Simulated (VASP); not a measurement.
# SnSe2 (I4_1/amd) in VASP: a series of runs, part 2 of 2

VASP 6.6.1.

## (3) Single point, PBE

This run uses another cell than the first one, of 29.10 Å³/atom.

INCAR

```
SYSTEM = SnSe2
PREC = Accurate
ENCUT = 520
EDIFF = 1E-6
ISMEAR = 0
SIGMA = 0.01
LREAL = .False.
LASPH = .True.
NELM = 60
ALGO = Normal
ISIF = 2
LWAVE = .False.
LCHARG = .True.
GGA = PE
LELF = .True.
LVHAR = .True.
NBANDS = 35
```

KPOINTS

```
Automatic mesh
0
Gamma
  6 6 6
  0 0 0
```

POSCAR

```
SnSe2
1.0
   -2.8143962742      2.8143962742      5.5112834773
    2.8143962742     -2.8143962742      5.5112834773
    2.8143962742      2.8143962742     -5.5112834773
Sn Se
2 4
Direct
    0.7500000000      0.2500000000      0.5000000000
    0.0000000000      0.0000000000      0.0000000000
    0.5193771699      0.0193771699      0.5000000000
    0.7693771699      0.7693771699      0.0000000000
    0.2306228301      0.2306228301      0.0000000000
    0.9806228301      0.4806228301      0.5000000000
```

Potentials or basis: VASP PAW PBE potentials, release 64 (Sn_d, Se).

Started as:

```bash
$ cat potpaw_PBE.64/Sn_d/POTCAR potpaw_PBE.64/Se/POTCAR > POTCAR
$ mpirun -np 1 vasp_std > vasp.out
```

OUTCAR:

```text
SYSTEM = SnSe2
   PREC = Accurate
   ENCUT = 520
   EDIFF = 1E-6
   ISMEAR = 0
   LREAL = .False.
   LASPH = .True.
   NELM = 60
   ISIF = 2
   GGA = PE

 ion  position               nearest neighbor table
   1  0.750  0.250  0.500-   3 2.54   6 2.54   5 2.82   4 2.82   4 2.82   5 2.82
   2  0.000  0.000  0.000-   4 2.54   5 2.54   3 2.82   6 2.82   3 2.82   6 2.82
   3  0.519  0.019  0.500-   1 2.54   2 2.82   2 2.82
   4  0.769  0.769  0.000-   2 2.54   1 2.82   1 2.82
   5  0.231  0.231  0.000-   2 2.54   1 2.82   1 2.82
   6  0.981  0.481  0.500-   1 2.54   2 2.82   2 2.82

  LATTYP: Found a body centered tetragonal cell.
 ALAT       =     5.6287925484
 C/A-ratio  =     1.9582471480

  Lattice vectors:

 A1 = (  -2.8143962742,   2.8143962742,   5.5112834773)
 A2 = (   2.8143962742,  -2.8143962742,   5.5112834773)
 A3 = (   2.8143962742,   2.8143962742,  -5.5112834773)

Analysis of symmetry for initial positions (statically):
=====================================================================
 Subroutine PRICEL returns:
 Original cell was already a primitive cell.

 Routine SETGRP: Setting up the symmetry group for a
 body centered tetragonal supercell.

 Subroutine GETGRP returns: Found 16 space group operations
 (whereof  8 operations were pure point group operations)
 out of a pool of 16 trial point group operations.

The static configuration has the point symmetry D_2d.
 The point group associated with its full space group is D_4h.

Analysis of symmetry for dynamics (positions and initial velocities):
=====================================================================
 Subroutine PRICEL returns:
 Original cell was already a primitive cell.

 Routine SETGRP: Setting up the symmetry group for a
 body centered tetragonal supercell.

 Subroutine GETGRP returns: Found 16 space group operations
[... 133 lines left out ...]
  volume/ion in A,a.u.               =      29.10       196.39
  Fermi-wavevector in a.u.,A,eV,Ry     =   1.093238  2.065921 16.261277  1.195170
  Thomas-Fermi vector in A             =   2.229520
   LORBIT       =      0    0 simple, 1 ext, 2 COOP (PROOUT), +10 PAW based schemes
   GGA     = PE    functional components
   LHFCALC =     F    Hartree Fock is set to
   AEXX    =    0.0000 exact exchange contribution
   IVDW    =     0    specifies the selected vdW correction
   LEPSILON=     F    determine dielectric tensor
   LRPA    =     F    only Hartree local field effects (RPA)
 non-spin polarized calculation
 Gauss-broadening in eV      SIGMA  =   0.01
  energy-cutoff  :      520.00
  volume of cell :      174.62
 maximum number of plane-waves:      4749
 NGX is ok and might be reduce to    54
   NGX = 25   NGY = 25   NGZ = 25

 number of electron      52.0000001 magnetization

 Free energy of the ion-electron system (eV)
  ---------------------------------------------------
  ext. energy  EPLUGINS =         0.00000000
  ---------------------------------------------------
  free energy    TOTEN  =       -22.42536653 eV

  energy without entropy =      -22.42536653  energy(sigma->0) =      -22.42536653

 E-fermi :   3.1980     XC(G=0):  -8.8405

 val. band max:        3.0912580350   @ k =   0.3333   0.3333   0.1667
 cond. band min:       3.4260476178   @ k =   0.5000   0.5000   0.5000
 fundamental gap:      0.3347895828
 Fermi energy:         3.1980316812

 k-point     1 :       0.0000    0.0000    0.0000
  band No.  band energies     occupation
      1     -18.6018      2.00000
      2     -18.5956      2.00000
      3     -18.5908      2.00000
      4     -18.5519      2.00000
      5     -18.5470      2.00000
      6     -18.5436      2.00000
[... 901 lines left out ...]
     34       9.5592      0.00000
     35       9.6496      0.00000

 [... further k-points ...]

------------------------ aborting loop because EDIFF is reached ----------------------------------------

  FORCE on cell =-STRESS in cart. coord.  units (eV):
  Direction    XX          YY          ZZ          XY          YZ          ZX
  --------------------------------------------------------------------------------------
  -------------------------------------------------------------------------------------
  Total        1.7586869      1.7586869      2.8402270      0.0000000     -0.0000000      0.0000000
  in kB       16.1367426     16.1367426     26.0603593      0.0000000     -0.0000000      0.0000000
  external PRESSURE =      19.4446148 kB  Pullay stress =       0.0000000 kB

 VOLUME and BASIS-vectors are now :
 -----------------------------------------------------------------------------
  energy-cutoff  :      520.00
  volume of cell :      174.62
      direct lattice vectors                 reciprocal lattice vectors
    -2.814396274  2.814396274  5.511283477     0.000000000  0.177657995  0.090722969
     2.814396274 -2.814396274  5.511283477     0.177657995  0.000000000  0.090722969
     2.814396274  2.814396274 -5.511283477     0.177657995  0.177657995  0.000000000

 POSITION                                       TOTAL-FORCE (eV/Angst)
 -----------------------------------------------------------------------------------
      0.00000      2.81440      2.75564         0.000000      0.000000      0.000000
      0.00000      0.00000      0.00000         0.000000      0.000000      0.000000
      0.00000      2.81440      0.21359         0.000000     -0.000000     -0.210915
      0.00000      0.00000      8.48051        -0.000000      0.000000     -0.210915
      0.00000      0.00000      2.54206        -0.000000      0.000000      0.210915
      0.00000      2.81440      5.29770         0.000000     -0.000000      0.210915
 -----------------------------------------------------------------------------------
    total drift:                               -0.000000      0.000000      0.000000

  FREE ENERGIE OF THE ION-ELECTRON SYSTEM (eV)
  ---------------------------------------------------
  free  energy   TOTEN  =       -22.4253665345 eV

  energy  without entropy=      -22.4253665345  energy(sigma->0) =      -22.42536653
```

Wall time 5.9 min (1 thread of Intel Xeon Platinum 8259CL at 2.50GHz (Skylake/Cascade Lake), shared host); peak memory 0.47 GiB.

What came out:

```yaml
Free_energy: -22.4254 eV
Pressure: 1.9 GPa
Largest_force: 0.211 eV/Å
Band_gap_on_the_k_mesh: 0.33 eV (least direct gap 0.53 eV)
```

Forces in eV/Å, atoms in the order of the input:
```
Sn   0.000  0.000  0.000
Sn   0.000  0.000  0.000
Se   0.000  0.000 -0.211
Se   0.000  0.000 -0.211
Se   0.000  0.000  0.211
Se   0.000  0.000  0.211
```

Caveat: semilocal functionals underestimate gaps, and a narrow one can read as zero; spin-orbit coupling is left out, which moves the levels of the heavy elements. A k mesh can miss the band edges.

## (4) Single point, PBE (29.50 Å³/atom)

This run uses another cell than the first one, of 29.50 Å³/atom.

INCAR

```
PREC     = Accurate       # precision mode
ENCUT    = 520            # plane-wave cutoff, eV
EDIFF    = 1E-6           # SCF threshold, eV
ISMEAR   = 0              # smearing method
SIGMA    = 0.01           # smearing width, eV
LREAL    = False          # projectors in reciprocal space
LASPH    = True           # aspherical terms in the spheres
NELM     = 100            # most SCF steps
ALGO     = Normal         # electronic algorithm
ISIF     = 2              # what is computed and relaxed
LWAVE    = False          # write WAVECAR
LCHARG   = False          # write CHGCAR
GGA      = PE             # functional
NBANDS   = 35             # bands
```

KPOINTS

```
Automatic mesh
0
Gamma
  6 6 6
```

POSCAR

```
SnSe2
1.0
   -2.8182048600      2.8182048600      5.5711065870
    2.8182048600     -2.8182048600      5.5711065870
    2.8182048600      2.8182048600     -5.5711065870
Sn Se
2 4
Direct
    0.7500000000      0.2500000000      0.5000000000
    0.0000000000      0.0000000000      0.0000000000
    0.5217810931      0.0217810931      0.5000000000
    0.7717810931      0.7717810931      0.0000000000
    0.2282189069      0.2282189069      0.0000000000
    0.9782189069      0.4782189069      0.5000000000
```

Started as:

```bash
$ cat potpaw_PBE.64/Sn_d/POTCAR potpaw_PBE.64/Se/POTCAR > POTCAR
$ mpirun -np 1 vasp_std > vasp.out
```

Wall time 6.5 min (1 thread of Intel Xeon Platinum 8259CL at 2.50GHz (Skylake/Cascade Lake), shared host); peak memory 0.46 GiB.

The run converged. Its results:

```
Free energy            : -22.4365 eV
Pressure               : 1.6 GPa
Largest force          : 0.222 eV/Å
Band gap on the k mesh : 0.32 eV (least direct gap 0.49 eV)
```

Forces in eV/Å, atoms in the order of the input:
```
Sn   0.000  0.000  0.000
Sn   0.000  0.000  0.000
Se   0.000  0.000 -0.222
Se   0.000  0.000 -0.222
Se   0.000  0.000  0.222
Se   0.000  0.000  0.222
```

Stress tensor (GPa, compression positive):
```
1.28 0.00 0.00
0.00 1.28 0.00
0.00 0.00 2.37
```

Levels at points of the mesh, in eV from the valence-band top:
| k point | band 23 | band 24 | band 25 | band 26 | band 27 | band 28 | band 29 | band 30 |
| --- | --- | --- | --- | --- | --- | --- | --- | --- |
| (0.00, 0.00, 0.00) | -0.77 | -0.77 | -0.17 | -0.17 | 0.32 | 1.15 | 5.08 | 5.33 |
| (0.50, 0.00, 0.00) | -0.97 | -0.80 | -0.79 | -0.75 | 1.34 | 1.51 | 2.68 | 3.35 |
| (0.50, 0.50, 0.00) | -0.65 | -0.65 | -0.11 | -0.11 | 1.71 | 1.71 | 2.43 | 2.43 |
| (0.50, 0.50, 0.50) | -0.83 | -0.83 | -0.42 | -0.42 | 0.37 | 0.37 | 5.36 | 5.36 |

Caveat: semilocal functionals underestimate gaps, and a narrow one can read as zero; spin-orbit coupling is left out, which moves the levels of the heavy elements.

## (5) Single point, PBE

This run uses another cell than the first one, of 30.41 Å³/atom.

INCAR

```
SYSTEM = SnSe2
PREC = Accurate ; ENCUT = 520
EDIFF = 1E-7 ; ISMEAR = 0
SIGMA = 0.01 ; LREAL = .FALSE.
LASPH = .TRUE. ; NELM = 80
ALGO = Normal ; ISIF = 2
LWAVE = .FALSE. ; LCHARG = .FALSE.
GGA = PE ; NBANDS = 35
```

KPOINTS

```
Automatic mesh
0
G
  6 6 6
  0 0 0
```

Changes to POSCAR since step 4:

```diff
@@ -2,5 +2,5 @@
 1.0
-   -2.8182048600      2.8182048600      5.5711065870
-    2.8182048600     -2.8182048600      5.5711065870
-    2.8182048600      2.8182048600     -5.5711065870
+   -2.8469640387      2.8469640387      5.6279585400
+    2.8469640387     -2.8469640387      5.6279585400
+    2.8469640387      2.8469640387     -5.6279585400
 Sn Se
```

Started as:

```bash
$ cat potpaw_PBE.64/Sn_d/POTCAR potpaw_PBE.64/Se/POTCAR > POTCAR
$ mpirun -np 1 vasp_std > vasp.out
```

It took 9.2 min on 1 thread of Intel Xeon Platinum 8259CL at 2.50GHz (Skylake/Cascade Lake), shared host; peak memory 0.47 GiB.

It converged, with:

| Property | Result |
| --- | --- |
| Free energy | -22.4650 eV |
| Pressure | 0.0 GPa |
| Largest force | 0.009 eV/Å |
| Band gap on the k mesh | 0.24 eV (least direct gap 0.40 eV) |

Forces on the atoms (eV/Å):
```
Sn   0.000  0.000  0.000
Sn   0.000  0.000  0.000
Se   0.000  0.000 -0.009
Se   0.000  0.000 -0.009
Se   0.000  0.000  0.009
Se   0.000  0.000  0.009
```

Levels at points of the mesh, in eV from the valence-band top:
```
           k point  band 24  band 25  band 26  band 27  band 28  band 29
(0.00, 0.00, 0.00)    -0.71    -0.16    -0.16     0.24     1.07     5.15
(0.50, 0.00, 0.00)    -0.74    -0.74    -0.73     1.26     1.40     2.59
(0.50, 0.50, 0.00)    -0.64    -0.10    -0.10     1.65     1.65     2.38
(0.50, 0.50, 0.50)    -0.78    -0.39    -0.39     0.34     0.34     5.40
```

Caveat: semilocal functionals underestimate gaps, and a narrow one can read as zero; spin-orbit coupling is left out, which moves the levels of the heavy elements.

## (6) Single point, PBE (31.32 Å³/atom)

This run uses another cell than the first one, of 31.32 Å³/atom.

INCAR

```
SYSTEM = SnSe2
ALGO = Normal ; EDIFF = 1E-7
ENCUT = 520 ; GGA = PE
ISIF = 2 ; ISMEAR = 0
LASPH = .True. ; LCHARG = .False.
LREAL = .False. ; LWAVE = .False.
NBANDS = 35 ; NELM = 60
PREC = Accurate ; SIGMA = 0.01
```

KPOINTS

```
k-points
0
Gamma
  6 6 6
  0 0 0
```

Changes to POSCAR since step 5:

```diff
@@ -2,5 +2,5 @@
 1.0
-   -2.8469640387      2.8469640387      5.6279585400
-    2.8469640387     -2.8469640387      5.6279585400
-    2.8469640387      2.8469640387     -5.6279585400
+   -2.8751536348      2.8751536348      5.6836845259
+    2.8751536348     -2.8751536348      5.6836845259
+    2.8751536348      2.8751536348     -5.6836845259
 Sn Se
```

Potentials or basis: VASP PAW PBE potentials, release 64 (Sn_d, Se).

Started as:

```bash
$ cat potpaw_PBE.64/Sn_d/POTCAR potpaw_PBE.64/Se/POTCAR > POTCAR
$ mpirun -np 1 vasp_std > vasp.out
```

Run time: 7.9 min. Hardware: 1 thread of Intel Xeon Platinum 8259CL at 2.50GHz (Skylake/Cascade Lake), shared host; peak memory 0.48 GiB.

The run converged. Its results:

```yaml
Free_energy: -22.4431 eV
Pressure: -1.3 GPa
Largest_force: 0.177 eV/Å
Band_gap_on_the_k_mesh: 0.16 eV (least direct gap 0.31 eV)
```

Forces on the atoms (eV/Å):
```
Sn   0.000  0.000  0.000
Sn   0.000  0.000  0.000
Se   0.000  0.000  0.177
Se   0.000  0.000  0.177
Se   0.000  0.000 -0.177
Se   0.000  0.000 -0.177
```

Stress tensor (GPa, compression positive):
```
-1.03  0.00  0.00
 0.00 -1.03  0.00
 0.00  0.00 -1.90
```

Levels at points of the mesh, in eV from the valence-band top:
| k point | band 22 | band 23 | band 24 | band 25 | band 26 | band 27 | band 28 | band 29 | band 30 | band 31 |
| --- | --- | --- | --- | --- | --- | --- | --- | --- | --- | --- |
| (0.00, 0.00, 0.00) | -1.51 | -0.67 | -0.67 | -0.15 | -0.15 | 0.16 | 0.99 | 5.10 | 5.21 | 5.94 |
| (0.50, 0.00, 0.00) | -1.03 | -0.86 | -0.72 | -0.70 | -0.68 | 1.18 | 1.29 | 2.51 | 3.21 | 5.03 |
| (0.50, 0.50, 0.00) | -1.26 | -0.63 | -0.63 | -0.09 | -0.09 | 1.59 | 1.59 | 2.32 | 2.32 | 2.98 |
| (0.50, 0.50, 0.50) | -2.39 | -0.73 | -0.73 | -0.36 | -0.36 | 0.30 | 0.30 | 5.42 | 5.42 | 5.57 |

Caveat: semilocal functionals underestimate gaps, and a narrow one can read as zero; spin-orbit coupling is left out, which moves the levels of the heavy elements. A k mesh can miss the band edges.

## (7) Overview

| cell | gap on the mesh (eV) | pressure (GPa) | largest force (eV/Å) |
| --- | --- | --- | --- |
| a = 6.779 Å, angles 131.4, 131.4, 71.2°, 6 atoms, atomic positions A | 0.41 | 3.6 | 0.46 |
| a = 6.798 Å, angles 131.1, 131.1, 71.7°, 6 atoms, atomic positions B | 0.33 | 1.9 | 0.21 |
| a = 6.850 Å, angles 131.4, 131.4, 71.2°, 6 atoms, atomic positions A | 0.32 | 1.6 | 0.22 |
| a = 6.920 Å, angles 131.4, 131.4, 71.2°, 6 atoms, atomic positions A | 0.24 | 0.0 | 0.01 |
| a = 6.988 Å, angles 131.4, 131.4, 71.2°, 6 atoms, atomic positions A | 0.16 | -1.3 | 0.18 |

Alike in all rows: task single point; level PBE; potentials or basis VASP PAW PBE potentials, release 64 (Sn_d, Se); no spin polarisation; k mesh 6 × 6 × 6; cutoff (eV) 520; smearing gaussian 0.01 eV.

Caveats: semilocal functionals underestimate gaps, and a narrow one can read as zero; spin-orbit coupling is left out, which moves the levels of the heavy elements; the cell stands under pressure (at least some runs).

Total energies depend on the potentials used, so only differences within one code and one set of settings carry meaning.
